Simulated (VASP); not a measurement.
# HfO2 (Fm-3m) in VASP: a series of runs, part 2 of 2

VASP 6.6.1. Earlier steps stand in the parts before.

## 5. Single point, r2SCAN+U

File POSCAR:

```
HfO2
1.0
    0.0000000000      2.5575000000      2.5575000000
    2.5575000000      0.0000000000      2.5575000000
    2.5575000000      2.5575000000      0.0000000000
Hf O
1 2
Direct
    0.0000000000      0.0000000000      0.0000000000
    0.7500000000      0.7500000000      0.7500000000
    0.2500000000      0.2500000000      0.2500000000
```

File INCAR.step1:

```
SYSTEM = HfO2
PREC     = Accurate       ! precision mode
ENCUT    = 520            ! plane-wave cutoff, eV
ISMEAR   = -1             ! smearing method
SIGMA    = 0.05           ! smearing width, eV
LREAL    = .False.        ! projectors in reciprocal space
LASPH    = .True.         ! aspherical terms in the spheres
NELM     = 150            ! most SCF steps
LMAXMIX  = 4              ! l up to which the mixer works
LDAU     = .True.         ! DFT+U
LDAUTYPE = 2            
LDAUL    = 2 -1           ! shell
LDAUU    = 3.5 0          ! U, eV
LDAUJ    = 0 0          
NBANDS   = 18             ! bands
GGA      = PE             ! functional
ALGO     = Normal         ! electronic algorithm
EDIFF    = 1E-4           ! SCF threshold, eV
LWAVE    = .True.         ! write WAVECAR
LCHARG   = .False.        ! write CHGCAR
```

File INCAR.step2:

```
SYSTEM = HfO2
PREC     = Accurate       ! precision mode
ENCUT    = 520            ! plane-wave cutoff, eV
EDIFF    = 1E-7           ! SCF threshold, eV
ISMEAR   = -1             ! smearing method
SIGMA    = 0.05           ! smearing width, eV
LREAL    = .False.        ! projectors in reciprocal space
LASPH    = .True.         ! aspherical terms in the spheres
NELM     = 150            ! most SCF steps
ALGO     = Normal         ! electronic algorithm
ISIF     = 2              ! what is computed and relaxed
LWAVE    = .False.        ! write WAVECAR
LCHARG   = .False.        ! write CHGCAR
LMAXMIX  = 4              ! l up to which the mixer works
LDAU     = .True.         ! DFT+U
LDAUTYPE = 2            
LDAUL    = 2 -1           ! shell
LDAUU    = 3.5 0          ! U, eV
LDAUJ    = 0 0          
LDAUPRINT= 1            
METAGGA  = R2SCAN         ! meta-GGA
LMIXTAU  = .True.       
NBANDS   = 18             ! bands
ISTART   = 1
```

File KPOINTS:

```
regular mesh
0
Gamma
  9 9 9
  0 0 0
```

Potentials or basis: VASP PAW PBE potentials, release 64 (Hf_pv, O).

Started as:

```sh
> cat potpaw_PBE.64/Hf_pv/POTCAR potpaw_PBE.64/O/POTCAR > POTCAR
> cp INCAR.step1 INCAR
> mpirun -np 1 vasp_std > vasp.out
> cp INCAR.step2 INCAR
> mpirun -np 1 vasp_std > vasp.out
```

OUTCAR:

```text
SYSTEM = HfO2
   PREC = Accurate
   ENCUT = 520
   EDIFF = 1E-7
   ISMEAR = -1
   LREAL = .False.
   LASPH = .True.
   NELM = 150
   ISIF = 2
   METAGGA = R2SCAN
   ISTART = 1

 ion  position               nearest neighbor table
   1  0.000  0.000  0.000-   2 2.21   2 2.21   2 2.21   2 2.21   3 2.21   3 2.21   3 2.21   3 2.21

   2  0.750  0.750  0.750-   1 2.21   1 2.21   1 2.21   1 2.21
   3  0.250  0.250  0.250-   1 2.21   1 2.21   1 2.21   1 2.21

  LATTYP: Found a face centered cubic cell.
 ALAT       =     5.1150000000

  Lattice vectors:

 A1 = (   0.0000000000,   2.5575000000,   2.5575000000)
 A2 = (   2.5575000000,   0.0000000000,   2.5575000000)
 A3 = (   2.5575000000,   2.5575000000,   0.0000000000)

Analysis of symmetry for initial positions (statically):
=====================================================================
 Subroutine PRICEL returns:
 Original cell was already a primitive cell.

 Routine SETGRP: Setting up the symmetry group for a
 face centered cubic supercell.

 Subroutine GETGRP returns: Found 48 space group operations
 (whereof 48 operations were pure point group operations)
 out of a pool of 48 trial point group operations.

The static configuration has the point symmetry O_h .

Analysis of symmetry for dynamics (positions and initial velocities):
=====================================================================
 Subroutine PRICEL returns:
 Original cell was already a primitive cell.

 Routine SETGRP: Setting up the symmetry group for a
 face centered cubic supercell.

[... 173 lines left out ...]
  o =  0.1654  v =  1.0000  0.0001 -0.0000  0.0038  0.0000  0.0000  0.0000  0.0000  0.0000  0.0000      0.0000  0.0000  0.0000  0.0000  0.0000  0.0000  0.0000  0.0000  0.0000  0.0000
  o =  0.1654  v =  0.0000  0.0000  0.0000  0.0000  0.0000  1.0000  0.0001 -0.0000  0.0038  0.0000      0.0000  0.0000  0.0000  0.0000  0.0000  0.0000  0.0000  0.0000  0.0000  0.0000
  o =  0.1654  v = -0.0038  0.0870 -0.0000  0.9962  0.0000  0.0000  0.0000  0.0000  0.0000  0.0000      0.0000  0.0000  0.0000  0.0000  0.0000  0.0000  0.0000  0.0000  0.0000  0.0000
  o =  0.1654  v =  0.0000  0.0000  0.0000  0.0000  0.0000 -0.0038  0.0870 -0.0000  0.9962  0.0000      0.0000  0.0000  0.0000  0.0000  0.0000  0.0000  0.0000  0.0000  0.0000  0.0000
  o =  0.1654  v =  0.0002  0.9962 -0.0000 -0.0870  0.0000  0.0000  0.0000  0.0000  0.0000  0.0000      0.0000  0.0000  0.0000  0.0000  0.0000  0.0000  0.0000  0.0000  0.0000  0.0000
  o =  0.1654  v =  0.0000  0.0000  0.0000  0.0000  0.0000  0.0002  0.9962 -0.0000 -0.0870  0.0000      0.0000  0.0000  0.0000  0.0000  0.0000  0.0000  0.0000  0.0000  0.0000  0.0000

 number of electron      21.9999993 magnetization

 Free energy of the ion-electron system (eV)
  ---------------------------------------------------
  ext. energy  EPLUGINS =         0.00000000
  ---------------------------------------------------
  free energy    TOTEN  =       -66.63945544 eV

  energy without entropy =      -66.63945544  energy(sigma->0) =      -66.63945544

 E-fermi :   4.9184     XC(G=0): -12.4206

 val. band max:        3.8723283111   @ k =  -0.4444   0.4444   0.0000
 cond. band min:       8.6690932345   @ k =   0.4444   0.4444   0.0000
 fundamental gap:      4.7967649234
 Fermi energy:         4.9184074491

 k-point     1 :       0.0000    0.0000    0.0000
  band No.  band energies     occupation
      1     -27.4415      2.00000
      2     -27.4415      2.00000
      3     -27.4415      2.00000
      4     -15.6852      2.00000
      5     -12.7644      2.00000
      6      -1.1718      2.00000
[... 481 lines left out ...]
      5     -13.7651      2.00000
      6      -2.2866      2.00000
[... 10 lines left out ...]
     17      15.7436      0.00000
     18      16.3331      0.00000

 [... further k-points ...]

------------------------ aborting loop because EDIFF is reached ----------------------------------------

  FORCE on cell =-STRESS in cart. coord.  units (eV):
  Direction    XX          YY          ZZ          XY          YZ          ZX
  --------------------------------------------------------------------------------------
  -------------------------------------------------------------------------------------
  Total       -0.5690430     -0.5690430     -0.5690430      0.0000000     -0.0000000      0.0000000
  in kB      -27.2507701    -27.2507701    -27.2507701      0.0000000     -0.0000000      0.0000000
  external PRESSURE =     -27.2507701 kB  Pullay stress =       0.0000000 kB

 VOLUME and BASIS-vectors are now :
 -----------------------------------------------------------------------------
  energy-cutoff  :      520.00
  volume of cell :       33.46
      direct lattice vectors                 reciprocal lattice vectors
     0.000000000  2.557500000  2.557500000    -0.195503421  0.195503421  0.195503421
     2.557500000  0.000000000  2.557500000     0.195503421 -0.195503421  0.195503421
     2.557500000  2.557500000  0.000000000     0.195503421  0.195503421 -0.195503421

 POSITION                                       TOTAL-FORCE (eV/Angst)
 -----------------------------------------------------------------------------------
      0.00000      0.00000      0.00000         0.000000     -0.000000      0.000000
      3.83625      3.83625      3.83625         0.000000      0.000000      0.000000
      1.27875      1.27875      1.27875        -0.000000     -0.000000     -0.000000
 -----------------------------------------------------------------------------------
    total drift:                                0.000000      0.000000      0.000000

  FREE ENERGIE OF THE ION-ELECTRON SYSTEM (eV)
  ---------------------------------------------------
  free  energy   TOTEN  =       -66.6394554423 eV

  energy  without entropy=      -66.6394554423  energy(sigma->0) =      -66.63945544
```

It took 95 s on 1 thread of Intel Xeon 8259CL, shared host; peak memory 0.18 GiB.

What came out:

| Item | Value |
| --- | --- |
| Free energy | -66.6395 eV |
| Pressure | -2.7 GPa |
| Band gap on the k mesh | 4.80 eV (least direct gap 4.91 eV) |

Eigenvalues of the final occupation matrices:
```
    site  spin  trace               eigenvalues
site 1 d     1   0.59  0.05 0.05 0.17 0.17 0.17
site 1 d     2   0.59  0.05 0.05 0.17 0.17 0.17
```

Caveat: the PAW data sets were made with another functional, which shifts forces and pressure a little; spin-orbit coupling is left out, which moves the levels of the heavy elements; an odd mesh through Γ misses points on the zone boundary, where band edges can lie.

## 6. Relaxation of cell and atoms, PBE+U

File INCAR:

```
ALGO = Normal
EDIFF = 1E-7
EDIFFG = -0.01
ENCUT = 600
GGA = PE
IBRION = 2
ISIF = 3
ISMEAR = -1
LASPH = T
LCHARG = F
LDAU = T
LDAUJ = 0 0
LDAUL = 2 -1
LDAUPRINT = 1
LDAUTYPE = 2
LDAUU = 3.5 0
LMAXMIX = 4
LREAL = F
LWAVE = F
NELM = 150
NSW = 60
PREC = Accurate
SIGMA = 0.05
```

File KPOINTS:

```
k-points
0
Gamma
  9 9 9
```

POSCAR is that of step 5.

Potentials or basis: VASP PAW PBE potentials, release 64 (Hf_pv, O).

Started as:

```sh
> cat potpaw_PBE.64/Hf_pv/POTCAR potpaw_PBE.64/O/POTCAR > POTCAR
> mpirun -np 1 vasp_std > vasp.out
```

OUTCAR:

```text
EDIFF = 1E-7
   EDIFFG = -0.01
   ENCUT = 600
   GGA = PE
   IBRION = 2
   ISIF = 3
   ISMEAR = -1
   LASPH = T
   LREAL = F
   NELM = 150
   NSW = 60
   PREC = Accurate

 ion  position               nearest neighbor table
   1  0.000  0.000  0.000-   2 2.21   2 2.21   2 2.21   2 2.21   3 2.21   3 2.21   3 2.21   3 2.21

   2  0.750  0.750  0.750-   1 2.21   1 2.21   1 2.21   1 2.21
   3  0.250  0.250  0.250-   1 2.21   1 2.21   1 2.21   1 2.21

  LATTYP: Found a face centered cubic cell.
 ALAT       =     5.1150000000

  Lattice vectors:

 A1 = (   0.0000000000,   2.5575000000,   2.5575000000)
 A2 = (   2.5575000000,   0.0000000000,   2.5575000000)
 A3 = (   2.5575000000,   2.5575000000,   0.0000000000)

Analysis of symmetry for initial positions (statically):
=====================================================================
 Subroutine PRICEL returns:
 Original cell was already a primitive cell.

 Routine SETGRP: Setting up the symmetry group for a
 face centered cubic supercell.

 Subroutine GETGRP returns: Found 48 space group operations
 (whereof 48 operations were pure point group operations)
 out of a pool of 48 trial point group operations.

The static configuration has the point symmetry O_h .

Analysis of symmetry for dynamics (positions and initial velocities):
=====================================================================
 Subroutine PRICEL returns:
[... 275 lines left out ...]
  ext. energy  EPLUGINS =         0.00000000
  ---------------------------------------------------
  free energy    TOTEN  =       -28.33171878 eV

  energy without entropy =      -28.33171878  energy(sigma->0) =      -28.33171878

 E-fermi :   5.1649     XC(G=0): -11.6347

 val. band max:        4.1481162933   @ k =  -0.4444   0.4444   0.0000
 cond. band min:       8.3919873321   @ k =   0.4444   0.4444   0.0000
 fundamental gap:      4.2438710389
 Fermi energy:         5.1649303839

 k-point     1 :       0.0000    0.0000    0.0000
  band No.  band energies     occupation
      1     -26.2668      2.00000
      2     -26.2668      2.00000
      3     -26.2668      2.00000
      4     -14.3471      2.00000
      5     -11.4538      2.00000
      6      -0.7416      2.00000
      7      -0.7416      2.00000
      8      -0.7416      2.00000
      9       3.5903      2.00000
     10       3.5903      2.00000
     11       3.5903      2.00000
     12       8.7986      0.00000
     13       8.7987      0.00000
     14       9.5390      0.00000
[... 401 lines left out ...]
      2     -26.3629      2.00000
      3     -26.3629      2.00000
      4     -12.5472      2.00000
      5     -12.4567      2.00000
      6      -1.8879      2.00000
      7       0.6636      2.00000
      8       0.6636      2.00000
      9       2.9531      2.00000
     10       2.9531      2.00000
     11       3.9742      2.00000
     12       8.3920      0.00000
     13      10.3602      0.00000
     14      11.1723      0.00000
     15      12.5128      0.00000

 [... further k-points ...]

------------------------ aborting loop because EDIFF is reached ----------------------------------------

  FORCE on cell =-STRESS in cart. coord.  units (eV):
  Direction    XX          YY          ZZ          XY          YZ          ZX
  --------------------------------------------------------------------------------------
  -------------------------------------------------------------------------------------
  Total       -0.0146328     -0.0146328     -0.0146328      0.0000000     -0.0000000      0.0000000
  in kB       -0.6922845     -0.6922845     -0.6922845      0.0000000     -0.0000000      0.0000000
  external PRESSURE =      -0.6922845 kB  Pullay stress =       0.0000000 kB
[... 18 lines left out ...]
  FREE ENERGIE OF THE ION-ELECTRON SYSTEM (eV)
  ---------------------------------------------------
  free  energy   TOTEN  =       -28.3317187836 eV

  energy  without entropy=      -28.3317187835  energy(sigma->0) =      -28.33171878

 reached required accuracy - stopping structural energy minimisation
```

OSZICAR:

```text
N       E                     dE             d eps       ncg     rms          rms(c)
DAV:   1     0.112141699718E+03    0.11214E+03   -0.14117E+04  1050   0.162E+03
DAV:   2    -0.306171074440E+02   -0.14276E+03   -0.13929E+03  1316   0.340E+02
DAV:   3    -0.346650227234E+02   -0.40479E+01   -0.40446E+01  1379   0.565E+01
[... 26 lines left out ...]
DAV:   3    -0.283327690978E+02    0.41400E-02   -0.54494E-03  1255   0.672E-01    0.500E-01
DAV:   4    -0.283317087869E+02    0.10603E-02   -0.34970E-03  1358   0.494E-01    0.417E-01
DAV:   5    -0.283317252564E+02   -0.16470E-04   -0.10110E-04  1190   0.860E-02    0.547E-01
DAV:   6    -0.283317205509E+02    0.47055E-05   -0.87054E-05  1323   0.714E-02    0.374E-02
DAV:   7    -0.283317187603E+02    0.17907E-05   -0.77052E-06  1176   0.235E-02    0.204E-02
DAV:   8    -0.283317187836E+02   -0.23301E-07   -0.94937E-08  1119   0.265E-03
   3 F= -.28331719E+02 E0= -.28331719E+02  d E =-.386026E-02
```

CONTCAR:

```text
HfO2
   1.00000000000000
     0.0000000000000000    2.5678790575420667    2.5678790575420667
     2.5678790575420667    0.0000000000000000    2.5678790575420667
     2.5678790575420667    2.5678790575420667    0.0000000000000000
  Hf              O
     1     2
Direct
     0.0000000000000000    0.0000000000000000    0.0000000000000000
     0.7500000000000000    0.7500000000000000    0.7500000000000000
     0.2500000000000000    0.2500000000000000    0.2500000000000000

  0.00000000E+00  0.00000000E+00  0.00000000E+00
  0.00000000E+00  0.00000000E+00  0.00000000E+00
  0.00000000E+00  0.00000000E+00  0.00000000E+00
```

It took 69 s on 1 thread of Intel Xeon 8259CL, shared host; peak memory 0.18 GiB.

What came out:

```yaml
Free_energy: -28.3317 eV
Relaxed_volume: 11.29 Å³/atom
Relaxed_cell: a = 3.632 Å, b = 3.632 Å, c = 3.632 Å, α = 60.00°, β = 60.00°, γ = 60.00°
Space_group_after_relaxing_to_0.1_Å: Fm-3m (No. 225)
Energy_gained_by_relaxing: 1.3 meV/atom
Ionic_steps: 3
Pressure_after_relaxing: -0.1 GPa
Band_gap_on_the_k_mesh: 4.24 eV (least direct gap 4.36 eV)
```

Step by step:
```
step  energy change (eV)  largest force (eV/Å)  pressure (GPa)  volume (Å³)
   1              0.0000                0.0000            3.02        33.46
   2              0.0041                0.0000           -3.92        34.48
   3             -0.0039                0.0000           -0.07        33.87
```

Final structure:
```
CELL_PARAMETERS angstrom
0.00000 2.56788 2.56788
2.56788 0.00000 2.56788
2.56788 2.56788 0.00000
ATOMIC_POSITIONS crystal
Hf 0.00000 0.00000 0.00000
O 0.75000 0.75000 0.75000
O 0.25000 0.25000 0.25000
```

Eigenvalues of the final occupation matrices:
```
    site  spin  trace               eigenvalues
site 1 d     1   0.61  0.05 0.05 0.17 0.17 0.17
site 1 d     2   0.61  0.05 0.05 0.17 0.17 0.17
```

Caveat: spin-orbit coupling is left out, which moves the levels of the heavy elements; an odd mesh through Γ misses points on the zone boundary, where band edges can lie. PBE usually gives volumes a little too large and moduli too small.

## 7. Overview

| task | level | U | cell | cutoff (eV) | gap on the mesh (eV) | pressure (GPa) |
| --- | --- | --- | --- | --- | --- | --- |
| single point | PBE exchange alone | - | a = 3.617 Å, angles 60.0°, 3 atoms | 520 | 3.94 | 15.3 |
| single point | PBEsol+U | Hf d U = 1.0 eV | a = 3.573 Å, angles 60.0°, 3 atoms | 520 | 3.93 | -2.2 |
| single point | PBE+U | Hf d U = 3.5 eV | a = 3.630 Å, angles 60.0°, 3 atoms | 520 | 4.25 | 0.6 |
| single point | r2SCAN+U | Hf d U = 3.5 eV | a = 3.617 Å, angles 60.0°, 3 atoms | 520 | 4.80 | -2.7 |
| relaxation of cell and atoms | PBE+U | Hf d U = 3.5 eV | relaxed from a = 3.617 Å, angles 60.0°, 3 atoms | 600 | 4.24 | -0.1 |

Alike in all rows: potentials or basis VASP PAW PBE potentials, release 64 (Hf_pv, O); no spin polarisation; k mesh 9 × 9 × 9; smearing fermi-dirac 0.05 eV.

Caveats: spin-orbit coupling is left out, which moves the levels of the heavy elements; an odd mesh through Γ misses points on the zone boundary, where band edges can lie; the PAW data sets were made with another functional, which shifts forces and pressure a little (at least some runs); the cell stands under pressure (at least some runs).

Total energies depend on the potentials used, so only differences within one code and one set of settings carry meaning.
